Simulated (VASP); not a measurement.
# CuP (Fm-3m) in VASP: relaxation of cell and atoms with PBE

Aim: the relaxation of cell and atoms of CuP with PBE.

Everything below comes from runs of VASP 6.6.1. Logs are shortened: lines on timing, memory, paths and dates and some standing lists are left out, and cuts for length are marked.

## (1) The cell of the first run

It takes space group Fm-3m (No. 225, cubic). The conventional cell has a = 4.843 Å, b = 4.843 Å, c = 4.843 Å, α = 90.00°, β = 90.00°, γ = 90.00°. Cu (site symmetry m-3m) has 6 P at 2.42 Å within 3.2 Å. P (site symmetry m-3m) has 6 Cu at 2.42 Å within 3.2 Å.

## (2) Relaxation of cell and atoms, PBE

The input, INCAR:

```
SYSTEM = CuP
PREC = Accurate
ENCUT = 600
EDIFF = 1E-6
ISMEAR = 0
SIGMA = 0.1
LREAL = .False.
LASPH = .True.
NELM = 100
ALGO = Normal
ISIF = 3
LWAVE = .False.
LCHARG = .False.
GGA = PE
IBRION = 2
NSW = 100
EDIFFG = -0.01
```

The input, KPOINTS:

```
Automatic mesh
0
Gamma
  20 20 20
  0 0 0
```

The input, POSCAR:

```
CuP
1.0
    0.0000000000      2.4216818496      2.4216818496
    2.4216818496      0.0000000000      2.4216818496
    2.4216818496      2.4216818496      0.0000000000
Cu P
1 1
Direct
    0.0000000000      0.0000000000      0.0000000000
    0.5000000000      0.5000000000      0.5000000000
```

Potentials or basis: VASP PAW PBE potentials, release 64 (Cu, P).

Started as:

```console
$ cat potpaw_PBE.64/Cu/POTCAR potpaw_PBE.64/P/POTCAR > POTCAR
$ mpirun -np 1 vasp_std > vasp.out
```

OUTCAR:

```text
SYSTEM = CuP
   PREC = Accurate
   ENCUT = 600
   EDIFF = 1E-6
   ISMEAR = 0
   LREAL = .False.
   LASPH = .True.
   NELM = 100
   ISIF = 3
   GGA = PE
   IBRION = 2
   NSW = 100
   EDIFFG = -0.01

 ion  position               nearest neighbor table
   1  0.000  0.000  0.000-   2 2.42   2 2.42   2 2.42   2 2.42   2 2.42   2 2.42
   2  0.500  0.500  0.500-   1 2.42   1 2.42   1 2.42   1 2.42   1 2.42   1 2.42

  LATTYP: Found a face centered cubic cell.
 ALAT       =     4.8433636992

  Lattice vectors:

 A1 = (   0.0000000000,   2.4216818496,   2.4216818496)
 A2 = (   2.4216818496,   0.0000000000,   2.4216818496)
 A3 = (   2.4216818496,   2.4216818496,   0.0000000000)

Analysis of symmetry for initial positions (statically):
=====================================================================
 Subroutine PRICEL returns:
 Original cell was already a primitive cell.

 Routine SETGRP: Setting up the symmetry group for a
 face centered cubic supercell.

 Subroutine GETGRP returns: Found 48 space group operations
 (whereof 48 operations were pure point group operations)
 out of a pool of 48 trial point group operations.

The static configuration has the point symmetry O_h .

Analysis of symmetry for dynamics (positions and initial velocities):
=====================================================================
 Subroutine PRICEL returns:
 Original cell was already a primitive cell.

 Routine SETGRP: Setting up the symmetry group for a
 face centered cubic supercell.

 Subroutine GETGRP returns: Found 48 space group operations
 (whereof 48 operations were pure point group operations)
 out of a pool of 48 trial point group operations.

The dynamic configuration has the point symmetry O_h .

 Subroutine INISYM returns: Found 48 space group operations
 (whereof 48 operations are pure point group operations),
 and found     1 'primitive' translations

----------------------------------------------------------------------------------------

                                     Primitive cell

  volume of cell :      28.4041

[... 148 lines left out ...]

 VOLUME and BASIS-vectors are now :
 -----------------------------------------------------------------------------
  energy-cutoff  :      600.00
  volume of cell :       28.40
      direct lattice vectors                 reciprocal lattice vectors
     0.000000000  2.421681850  2.421681850    -0.206468079  0.206468079  0.206468079
     2.421681850  0.000000000  2.421681850     0.206468079 -0.206468079  0.206468079
     2.421681850  2.421681850  0.000000000     0.206468079  0.206468079 -0.206468079

 POSITION                                       TOTAL-FORCE (eV/Angst)
 -----------------------------------------------------------------------------------
      0.00000      0.00000      0.00000         0.000000      0.000000     -0.000000
      2.42168      2.42168      2.42168        -0.000000      0.000000      0.000000
 -----------------------------------------------------------------------------------
    total drift:                               -0.000000      0.000000      0.000000

  FREE ENERGIE OF THE ION-ELECTRON SYSTEM (eV)
  ---------------------------------------------------
  free  energy   TOTEN  =        -8.7063080646 eV

  energy  without entropy=       -8.7013107630  energy(sigma->0) =       -8.70380941

--------------------------------------- Ionic step        2  -------------------------------------------

 number of electron      15.9999988 magnetization

 Free energy of the ion-electron system (eV)
  ---------------------------------------------------
  ext. energy  EPLUGINS =         0.00000000
  ---------------------------------------------------
  free energy    TOTEN  =        -8.70642380 eV

  energy without entropy =       -8.70140306  energy(sigma->0) =       -8.70391343

 E-fermi :   7.5153     XC(G=0): -11.5300

 val. band max:        7.5097529710   @ k =  -0.3500   0.3000   0.1000
 cond. band min:       7.5264828241   @ k =  -0.3500   0.1500   0.0000
 fundamental gap:      0.0167298531
 Fermi energy:         7.5153017309

 k-point     1 :       0.0000    0.0000    0.0000
  band No.  band energies     occupation
      1      -5.7357      2.00000
      2       3.9916      2.00000
      3       3.9916      2.00000
      4       4.0378      2.00000
      5       4.0378      2.00000
      6       4.0378      2.00000
      7       8.6577      0.00000
      8       8.6577      0.00000
      9       8.6577      0.00000
     10      14.2452      0.00000
     11      16.8125      0.00000
     12      16.8125      0.00000
[... 331 lines left out ...]
 k-point    24 :      -0.3500    0.0500    0.0000
  band No.  band energies     occupation
      1      -3.6857      2.00000
      2       1.6790      2.00000
      3       3.2474      2.00000
      4       3.2879      2.00000
      5       4.3866      2.00000
      6       4.4229      2.00000
      7       5.0544      2.00000
      8       9.1284      0.00000
      9       9.9694      0.00000
     10      13.0927      0.00000
     11      13.8923      0.00000
     12      14.3149      0.00000

 [... further k-points ...]

------------------------ aborting loop because EDIFF is reached ----------------------------------------

  FORCE on cell =-STRESS in cart. coord.  units (eV):
  Direction    XX          YY          ZZ          XY          YZ          ZX
  --------------------------------------------------------------------------------------
  -------------------------------------------------------------------------------------
  Total       -0.0128611     -0.0128611     -0.0128611      0.0000000     -0.0000000      0.0000000
  in kB       -0.7224198     -0.7224198     -0.7224198      0.0000000     -0.0000000      0.0000000
  external PRESSURE =      -0.7224198 kB  Pullay stress =       0.0000000 kB

 VOLUME and BASIS-vectors are now :
 -----------------------------------------------------------------------------
  energy-cutoff  :      600.00
  volume of cell :       28.52
      direct lattice vectors                 reciprocal lattice vectors
    -0.000000000  2.425061959  2.425061959    -0.206180299  0.206180299  0.206180299
     2.425061959 -0.000000000  2.425061959     0.206180299 -0.206180299  0.206180299
     2.425061959  2.425061959 -0.000000000     0.206180299  0.206180299 -0.206180299

 POSITION                                       TOTAL-FORCE (eV/Angst)
 -----------------------------------------------------------------------------------
      2.42506      2.42506      4.85012         0.000000      0.000000      0.000000
      2.42506      2.42506      2.42506        -0.000000     -0.000000     -0.000000
 -----------------------------------------------------------------------------------
    total drift:                                0.000000      0.000000      0.000000

  FREE ENERGIE OF THE ION-ELECTRON SYSTEM (eV)
  ---------------------------------------------------
  free  energy   TOTEN  =        -8.7064237964 eV

  energy  without entropy=       -8.7014030624  energy(sigma->0) =       -8.70391343

 reached required accuracy - stopping structural energy minimisation
```

OSZICAR:

```text
N       E                     dE             d eps       ncg     rms          rms(c)
DAV:   1     0.833781615527E+02    0.83378E+02   -0.84554E+03  6208   0.198E+03
[... 16 lines left out ...]
DAV:   1    -0.871121764867E+01   -0.49088E-02   -0.66707E-02  6968   0.793E+00    0.589E-01
DAV:   2    -0.871131672006E+01   -0.99071E-04   -0.64515E-02  7240   0.929E+00    0.463E-01
DAV:   3    -0.870662975312E+01    0.46870E-02   -0.20470E-02  7160   0.524E+00    0.112E-01
DAV:   4    -0.870643004280E+01    0.19971E-03   -0.56194E-04  7380   0.488E-01    0.206E-02
DAV:   5    -0.870642692621E+01    0.31166E-05   -0.19804E-05  9300   0.441E-02    0.145E-02
DAV:   6    -0.870642369989E+01    0.32263E-05   -0.21258E-06  4460   0.503E-02    0.204E-03
DAV:   7    -0.870642379636E+01   -0.96473E-07   -0.10659E-06  3752   0.118E-02
   2 F= -.87064238E+01 E0= -.87039134E+01  d E =-.115732E-03
```

CONTCAR:

```text
CuP
   1.00000000000000
    -0.0000000000000000    2.4250619593622242    2.4250619593622242
     2.4250619593622242   -0.0000000000000000    2.4250619593622242
     2.4250619593622242    2.4250619593622242   -0.0000000000000000
  Cu              P
     1     1
Direct
     1.0000000000000000    1.0000000000000000    0.0000000000000000
     0.5000000000000000    0.5000000000000000    0.5000000000000000

  0.00000000E+00  0.00000000E+00  0.00000000E+00
  0.00000000E+00  0.00000000E+00  0.00000000E+00
```

It took 68 s on 1 thread of Intel Xeon 6975P-C (Granite Rapids), shared host; peak memory 0.25 GiB.

Results:

```yaml
Free_energy: -8.7064 eV
Relaxed_volume: 14.26 Å³/atom
Relaxed_cell: a = 3.430 Å, b = 3.430 Å, c = 3.430 Å, α = 60.00°, β = 60.00°, γ = 60.00°
Space_group_after_relaxing_to_0.1_Å: Fm-3m (No. 225)
Energy_gained_by_relaxing: 0.1 meV/atom
Ionic_steps: 2
Pressure_after_relaxing: -0.1 GPa
Band_gap_on_the_k_mesh: zero (bands 8 and 9 overlap by 4.70 eV)
```

The path:
| step | energy change (eV) | largest force (eV/Å) | pressure (GPa) | volume (Å³) |
| --- | --- | --- | --- | --- |
| 1 | 0.0000 | 0.0000 | 0.33 | 28.40 |
| 2 | -0.0001 | 0.0000 | -0.07 | 28.52 |

Final structure:
```
CELL_PARAMETERS angstrom
0.00000 2.42506 2.42506
2.42506 0.00000 2.42506
2.42506 2.42506 0.00000
ATOMIC_POSITIONS crystal
Cu 0.00000 0.00000 0.00000
P 0.50000 0.50000 0.50000
```
